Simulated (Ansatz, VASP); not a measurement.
# Ru in VASP and in Ansatz

Contents of POSCAR:

```
Ru
1.0
    2.6958972194      0.0000000000      0.0000000000
   -1.3479486097      2.3347154780      0.0000000000
    0.0000000000      0.0000000000     27.2494191135
Ru
4
Direct
    0.3333333333      0.6666666667      0.2201881800
    0.6666666667      0.3333333333      0.2957238649
    0.3333333333      0.6666666667      0.3737823073
    0.6666666667      0.3333333333      0.4514709562
```

File INCAR.step1:

```
ALGO = Normal
DIPOL = 0.5 0.5 0.335
EDIFF = 1E-5
ENCUT = 440
GGA = PE
GGA_COMPAT = F
IDIPOL = 3
ISMEAR = 1
LASPH = T
LCHARG = F
LDIPOL = T
LREAL = F
LWAVE = T
NBANDS = 36
NELM = 120
NELMDL = -8
PREC = Accurate
SIGMA = 0.1
```

INCAR.step2

```
ALGO = Normal
BPARAM = 11.95
CPARAM = 0.0093
DIPOL = 0.5 0.5 0.335
EDIFF = 1E-6
ENCUT = 440
GGA_COMPAT = F
IDIPOL = 3
ISIF = 2
ISMEAR = 1
ISTART = 1
IVDW_NL = 2
LASPH = T
LCHARG = F
LDIPOL = T
LMIXTAU = T
LREAL = F
LUSE_VDW = T
LWAVE = F
METAGGA = R2SCAN
NBANDS = 36
NELM = 120
PREC = Accurate
SIGMA = 0.1
```

Contents of KPOINTS:

```
k-points
0
Gamma
  18 18 1
```

Input for Ansatz:

```yaml
crystal:
  lattice:
    - [2.6958972194, 0.0, 0.0]
    - [-1.3479486097, 2.334715478, 0.0]
    - [0.0, 0.0, 27.2494191135]
  atoms:
    - { symbol: Ru, position: [0.3333333333, 0.6666666667, 0.22018818] }
    - { symbol: Ru, position: [0.6666666667, 0.3333333333, 0.2957238649] }
    - { symbol: Ru, position: [0.3333333333, 0.6666666667, 0.3737823073] }
    - { symbol: Ru, position: [0.6666666667, 0.3333333333, 0.4514709562] }
basis:
  ecutwfc: 500
kpoints:
  mp_grid: { grid: [18, 18, 1] }
hamiltonian:
  xc: r2scan
  dispersion: rvv10
  pseudopotentials: { kind: paw, azcp: { folder: soft_1 } }
scf:
  occupations: { method: methfessel_paxton, width: 0.1 }
  n_extra_bands: 8
  max_iter: 160
output:
  forces: true
  eigenvalues: true
  write_density: true
  write_potential: true
  elf: true
  volumetric_format: npy
efield:
  axis: 3
  dipole_correction: true
```

Alike in both runs: task single point; functional r2SCAN; dispersion rVV10; k mesh 18 × 18 × 1; occupations methfessel-paxton of order 1, width 0.1 eV; no spin polarisation.

|  | VASP | Ansatz |
| --- | --- | --- |
| version | VASP 6.6.1 | Ansatz 0.2.0 |
| potentials or method | VASP PAW PBE potentials, release 64 (Ru_pv), cutoff 440 eV | scalar-relativistic, plane waves, PAW |
| valence electrons in the cell | 56 | 64 |

|  | VASP | Ansatz | Ansatz less VASP |
| --- | --- | --- | --- |
| gap on the k mesh at the Fermi level (eV) | none | none | - |
| rms of the force components (eV/Å) | 0.200 | 0.212 | +0.0119 |

VASP's potentials were made for PBE, not for r2SCAN. Atom by atom the forces differ by 0.034 eV/Å (rms over components). A gap of «none» marks a metal or a gap that the smearing closes. VASP's potentials hold 56 valence electrons a cell and Ansatz's 64, so a difference there can come from the potentials and not from the codes. Ansatz's warnings: xc potential rough in thin density.
